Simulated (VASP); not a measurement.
Set up this calculation in VASP 6.6.1, as the native input.

```yaml
Task: single point
Functional: r2SCAN
Potentials_or_basis: VASP PAW PBE potentials, release 64 (Pb_d, S)
Cutoff: 520 eV
k_mesh: 6 × 6 × 6
Occupations: gaussian, width 0.01 eV
Spin: no spin polarisation
Dipole_correction: no
Further_INCAR_settings: ALGO = Normal; EDIFF = 1e-06; NBANDS = 28
```

PbS:

```
Pb S
1.0
     2.07995   -5.99130    0.00000
     2.07995    5.99130    0.00000
     0.00000    0.00000    4.27932
Pb S
2 2
Cartesian
  2.0800 -4.4268 3.2095
  2.0800 4.4268 1.0698
  2.0800 -1.7399 3.2095
  2.0800 1.7399 1.0698
```

These files were run (other wordings do the same):

POSCAR

```
PbS
1.0
    2.0799530000     -5.9912970000      0.0000000000
    2.0799530000      5.9912970000      0.0000000000
    0.0000000000      0.0000000000      4.2793210000
Pb S
2 2
Direct
    0.8694370000      0.1305630000      0.7500000000
    0.1305630000      0.8694370000      0.2500000000
    0.6452030000      0.3547970000      0.7500000000
    0.3547970000      0.6452030000      0.2500000000
```

INCAR.step1

```
SYSTEM = PbS
PREC = Accurate
ENCUT = 520
ISMEAR = 0
SIGMA = 0.01
LREAL = .False.
LASPH = .True.
NELM = 100
NBANDS = 28
GGA = PE
ALGO = Normal
EDIFF = 1E-4
LWAVE = .True.
LCHARG = .False.
```

INCAR.step2

```
SYSTEM = PbS
PREC = Accurate
ENCUT = 520
EDIFF = 1E-6
ISMEAR = 0
SIGMA = 0.01
LREAL = .False.
LASPH = .True.
NELM = 100
ALGO = Normal
ISIF = 2
LWAVE = .False.
LCHARG = .False.
METAGGA = R2SCAN
LMIXTAU = .True.
NBANDS = 28
ISTART = 1
```

KPOINTS

```
Automatic mesh
0
Gamma
  6 6 6
  0 0 0
```

Potentials or basis: VASP PAW PBE potentials, release 64 (Pb_d, S).

The run is started by

```bash
$ cat potpaw_PBE.64/Pb_d/POTCAR potpaw_PBE.64/S/POTCAR > POTCAR
$ cp INCAR.step1 INCAR
$ mpirun -np 1 vasp_std > vasp.out
$ cp INCAR.step2 INCAR
$ mpirun -np 1 vasp_std > vasp.out
```

Results of the run:

```
Pressure               : -0.1 GPa
Largest force          : 0.025 eV/Å
Band gap on the k mesh : 1.48 eV (least direct gap 1.78 eV)
```

Caveat: the PAW data sets were made with another functional, which shifts forces and pressure a little; spin-orbit coupling is left out, which moves the levels of the heavy elements.

Run time: 9 min on 1 thread of Intel Xeon 8259CL (shared host), peak memory 0.37 GiB.
